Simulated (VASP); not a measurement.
# BN (Qingsongite) in VASP: notebook

Runs on BN (Qingsongite). Level: PBE. Tasks: single point.

Program: VASP 6.6.1. These are calculated values, not measurements. Logs are shortened: lines on timing, memory, paths and dates and some standing lists are left out, and cuts for length are marked.

**1. The cell of the first run**

It takes space group F-43m (No. 216, cubic). The conventional cell has a = 3.610 Å, b = 3.610 Å, c = 3.610 Å, α = 90.00°, β = 90.00°, γ = 90.00°. B (site symmetry -43m) has 4 N at 1.56 Å within 2.1 Å. N (site symmetry -43m) has 4 B at 1.56 Å within 2.1 Å.

**2. Single point, PBE**

Contents of INCAR:

```
SYSTEM = BN
PREC = Accurate
ENCUT = 520
EDIFF = 1E-6
ISMEAR = 0
SIGMA = 0.01
LREAL = .False.
LASPH = .True.
NELM = 80
ALGO = Normal
ISIF = 2
LWAVE = .False.
LCHARG = .True.
GGA = PE
LELF = .True.
LVHAR = .True.
NBANDS = 11
```

Contents of KPOINTS:

```
regular mesh
0
Gamma
  6 6 6
  0 0 0
```

Contents of POSCAR:

```
BN
1.0
    0.0000000000      1.8048245542      1.8048245542
    1.8048245542      0.0000000000      1.8048245542
    1.8048245542      1.8048245542      0.0000000000
B N
1 1
Direct
    0.0000000000      0.0000000000      0.0000000000
    0.2500000000      0.2500000000      0.2500000000
```

Potentials or basis: VASP PAW PBE potentials, release 64 (B, N).

Command:

```console
cat potpaw_PBE.64/B/POTCAR potpaw_PBE.64/N/POTCAR > POTCAR
mpirun -np 1 vasp_std > vasp.out
```

OUTCAR:

```text
SYSTEM = BN
   PREC = Accurate
   ENCUT = 520
   EDIFF = 1E-6
   ISMEAR = 0
   LREAL = .False.
   LASPH = .True.
   NELM = 80
   ISIF = 2
   GGA = PE

 ion  position               nearest neighbor table
   1  0.000  0.000  0.000-   2 1.56   2 1.56   2 1.56   2 1.56
   2  0.250  0.250  0.250-   1 1.56   1 1.56   1 1.56   1 1.56

  LATTYP: Found a face centered cubic cell.
 ALAT       =     3.6096491084

  Lattice vectors:

 A1 = (   0.0000000000,   1.8048245542,   1.8048245542)
 A2 = (   1.8048245542,   0.0000000000,   1.8048245542)
 A3 = (   1.8048245542,   1.8048245542,   0.0000000000)

Analysis of symmetry for initial positions (statically):
=====================================================================
 Subroutine PRICEL returns:
 Original cell was already a primitive cell.

 Routine SETGRP: Setting up the symmetry group for a
 face centered cubic supercell.

 Subroutine GETGRP returns: Found 24 space group operations
 (whereof 24 operations were pure point group operations)
 out of a pool of 48 trial point group operations.

The static configuration has the point symmetry T_d .

Analysis of symmetry for dynamics (positions and initial velocities):
=====================================================================
 Subroutine PRICEL returns:
 Original cell was already a primitive cell.

 Routine SETGRP: Setting up the symmetry group for a
 face centered cubic supercell.

 Subroutine GETGRP returns: Found 24 space group operations
 (whereof 24 operations were pure point group operations)
 out of a pool of 48 trial point group operations.

The dynamic configuration has the point symmetry T_d .

 Subroutine INISYM returns: Found 24 space group operations
 (whereof 24 operations are pure point group operations),
 and found     1 'primitive' translations

----------------------------------------------------------------------------------------

                                     Primitive cell

  volume of cell :      11.7580

  direct lattice vectors                    reciprocal lattice vectors
     0.000000000  1.804824554  1.804824554    -0.277035238  0.277035238  0.277035238
     1.804824554  0.000000000  1.804824554     0.277035238 -0.277035238  0.277035238
     1.804824554  1.804824554  0.000000000     0.277035238  0.277035238 -0.277035238

  length of vectors
     2.552407362  2.552407362  2.552407362     0.479839108  0.479839108  0.479839108

  position of ions in fractional coordinates (direct lattice)
     0.000000000  0.000000000  0.000000000
[... 76 lines left out ...]
   ISYM   =      2    0-nonsym 1-usesym 2-fastsym
   POTIM  = 0.5000    time-step for ionic-motion
   TEBEG  =    0.0;   TEEND  =   0.0 temperature during run
   PSTRESS=    0.0 pullay stress
   NELECT =       8.0000    total number of electrons
   NUPDOWN=      -1.0000    fix difference up-down
   EMIN   =  10.00;   EMAX   =-10.00  energy-range for DOS
   EFERMI =   0.00;   METHOD = LEGACY
   ISMEAR =     0;   SIGMA  =   0.01  broadening in eV -4-tet -1-fermi 0-gaus
   EFERMI_NEDOS =   21; number of points for ismear=-14 and -15
   IALGO  =     38    algorithm
   IMIX   =      4    mixing-type and parameters
     AMIX     =   0.40;   BMIX     =  1.00
     AMIX_MAG =   1.60;   BMIX_MAG =  1.00
  volume/ion in A,a.u.               =       5.88        39.67
  Fermi-wavevector in a.u.,A,eV,Ry     =   1.439881  2.720980 28.208365  2.073256
  Thomas-Fermi vector in A             =   2.558687
   LORBIT       =      0    0 simple, 1 ext, 2 COOP (PROOUT), +10 PAW based schemes
   GGA     = PE    functional components
   LHFCALC =     F    Hartree Fock is set to
   AEXX    =    0.0000 exact exchange contribution
   IVDW    =     0    specifies the selected vdW correction
   LEPSILON=     F    determine dielectric tensor
   LRPA    =     F    only Hartree local field effects (RPA)
 non-spin polarized calculation
 Gauss-broadening in eV      SIGMA  =   0.01
  energy-cutoff  :      520.00
  volume of cell :       11.76
 maximum number of plane-waves:       332
   NGX =  9   NGY =  9   NGZ =  9

 number of electron       7.9999999 magnetization

 Free energy of the ion-electron system (eV)
  ---------------------------------------------------
  ext. energy  EPLUGINS =         0.00000000
  ---------------------------------------------------
  free energy    TOTEN  =       -17.44444479 eV

  energy without entropy =      -17.44444479  energy(sigma->0) =      -17.44444479

 E-fermi :   7.5444     XC(G=0): -12.8432

 val. band max:        7.4606056044   @ k =   0.0000   0.0000   0.0000
 cond. band min:      11.9226868367   @ k =   0.5000   0.5000   0.0000
 fundamental gap:      4.4620812323
 Fermi energy:         7.5444369927

 k-point     1 :       0.0000    0.0000    0.0000
  band No.  band energies     occupation
      1     -12.8219      2.00000
      2       7.4606      2.00000
      3       7.4606      2.00000
      4       7.4606      2.00000
      5      16.2994      0.00000
      6      16.2994      0.00000
      7      16.2994      0.00000
      8      17.8818      0.00000
      9      32.2944      0.00000
     10      35.2809      0.00000
     11      35.2809      0.00000
[... 197 lines left out ...]
 k-point    16 :      -0.3333    0.5000    0.1667
  band No.  band energies     occupation
      1      -6.9792      2.00000
      2      -0.7563      2.00000
      3       1.2408      2.00000
      4       1.2800      2.00000
      5      15.2471      0.00000
      6      19.5124      0.00000
      7      22.5998      0.00000
      8      24.3111      0.00000
      9      27.1006      0.00000
     10      33.4194      0.00000
     11      37.7229      0.00000

------------------------ aborting loop because EDIFF is reached ----------------------------------------

  FORCE on cell =-STRESS in cart. coord.  units (eV):
  Direction    XX          YY          ZZ          XY          YZ          ZX
  --------------------------------------------------------------------------------------
  -------------------------------------------------------------------------------------
  Total        0.3714448      0.3714448      0.3714448      0.0000000      0.0000000      0.0000000
  in kB       50.6139088     50.6139088     50.6139088      0.0000000      0.0000000      0.0000000
  external PRESSURE =      50.6139088 kB  Pullay stress =       0.0000000 kB

 VOLUME and BASIS-vectors are now :
 -----------------------------------------------------------------------------
  energy-cutoff  :      520.00
  volume of cell :       11.76
      direct lattice vectors                 reciprocal lattice vectors
     0.000000000  1.804824554  1.804824554    -0.277035238  0.277035238  0.277035238
     1.804824554  0.000000000  1.804824554     0.277035238 -0.277035238  0.277035238
     1.804824554  1.804824554  0.000000000     0.277035238  0.277035238 -0.277035238

 POSITION                                       TOTAL-FORCE (eV/Angst)
 -----------------------------------------------------------------------------------
      0.00000      0.00000      0.00000         0.000000      0.000000      0.000000
      0.90241      0.90241      0.90241        -0.000000     -0.000000     -0.000000
 -----------------------------------------------------------------------------------
    total drift:                                0.000000      0.000000      0.000000

  FREE ENERGIE OF THE ION-ELECTRON SYSTEM (eV)
  ---------------------------------------------------
  free  energy   TOTEN  =       -17.4444447904 eV

  energy  without entropy=      -17.4444447904  energy(sigma->0) =      -17.44444479
```

Wall time 2.9 s (1 thread of Intel Xeon 8259CL, shared host); peak memory 0.12 GiB.

Results:

```yaml
Free_energy: -17.4444 eV
Pressure: 5.1 GPa
Band_gap_on_the_k_mesh: 4.46 eV, indirect (least direct gap 8.84 eV)
```

Caveat: the k points lie up to 0.50 Å⁻¹ apart. Expect the measured gap to be larger: semilocal functionals such as PBE lack the derivative discontinuity.

**3. Single point, PBE (strain +5.2%)**

Contents of INCAR:

```
  PREC = Accurate
  ENCUT = 520
  EDIFF = 1E-7
  ISMEAR = 0
  SIGMA = 0.01
  LREAL = F
  LASPH = T
  NELM = 80
  ALGO = Normal
  ISIF = 2
  LWAVE = F
  LCHARG = T
  GGA = PE
  LELF = T
  LVHAR = T
  NBANDS = 11
```

Contents of KPOINTS:

```
Automatic mesh
0
Gamma
  6 6 6
```

Contents of POSCAR:

```
BN
1.0
    0.0000000000      1.8984949486      1.8984949486
    1.8984949486      0.0000000000      1.8984949486
    1.8984949486      1.8984949486      0.0000000000
B N
1 1
Direct
    0.0000000000      0.0000000000      0.0000000000
    0.2500000000      0.2500000000      0.2500000000
```

Potentials or basis: VASP PAW PBE potentials, release 64 (B, N).

Command:

```console
cat potpaw_PBE.64/B/POTCAR potpaw_PBE.64/N/POTCAR > POTCAR
mpirun -np 1 vasp_std > vasp.out
```

It took 3.1 s on 1 thread of Intel Xeon 8259CL, shared host; peak memory 0.12 GiB.

It converged, with:

- Free energy: -17.2031 eV
- Pressure: -40.0 GPa
- Band gap on the k mesh: 4.29 eV, indirect (least direct gap 8.06 eV)

Levels at points of the mesh, in eV from the valence-band top:
```csv
k point,band 1,band 2,band 3,band 4,band 5,band 6,band 7,band 8
"(0.00, 0.00, 0.00)",-18.65,0.00,0.00,0.00,8.06,8.12,8.12,8.12
"(0.50, 0.00, 0.00)",-15.10,-9.42,-1.68,-1.68,8.30,9.89,9.89,13.75
"(0.50, 0.50, 0.00)",-13.93,-8.02,-4.23,-4.23,4.29,8.38,15.76,15.76
```

Caveat: the k points lie up to 0.48 Å⁻¹ apart; the cell differs from its parent crystal (strain +5.2%). A k mesh can miss the band edges.

(Continued in part 2 of 2.)
